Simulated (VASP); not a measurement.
A run of VASP 6.6.1:

File INCAR:

```
  PREC = Accurate
  ENCUT = 520
  EDIFF = 1E-6
  ISMEAR = 0
  SIGMA = 0.1
  LREAL = False
  LASPH = True
  NELM = 150
  ALGO = Normal
  ISIF = 2
  LWAVE = False
  LCHARG = False
  ISPIN = 2
  MAGMOM = 1 1 0 0
  LORBIT = 11
  LMAXMIX = 4
  GGA = PE
  NBANDS = 33
```

Contents of KPOINTS:

```
regular mesh
0
Gamma
  4 4 4
```

The input POSCAR:

```
Sc2GeSe
1.0
    5.0384981465      0.0000000000      0.0000000000
    0.0000000000      5.1495322393      0.0000000000
    0.0000000000      0.0000000000      5.2952762243
Sc Ge Se
2 1 1
Direct
    0.0000000000      0.0000000000      0.0000000000
    0.5000000000      0.5000000000      0.0000000000
    0.0000000000      0.0000000000      0.5000000000
    0.0000000000      0.5000000000      0.0000000000
```

Potentials or basis: VASP PAW PBE potentials, release 64 (Sc_sv, Ge_d, Se).

Launch:

```console
$ cat potpaw_PBE.64/Sc_sv/POTCAR potpaw_PBE.64/Ge_d/POTCAR potpaw_PBE.64/Se/POTCAR > POTCAR
$ mpirun -np 1 vasp_std > vasp.out
```

Hardware: 1 thread of AMD EPYC 7R13 Processor (Zen 3) (shared host).

**Question.** How long does it take, and how much memory?

**Answer.** Run time: 5.4 min on 1 thread of AMD EPYC 7R13 Processor (Zen 3) (shared host), peak memory 0.38 GiB. Counts: scf iterations 28, k points 27.
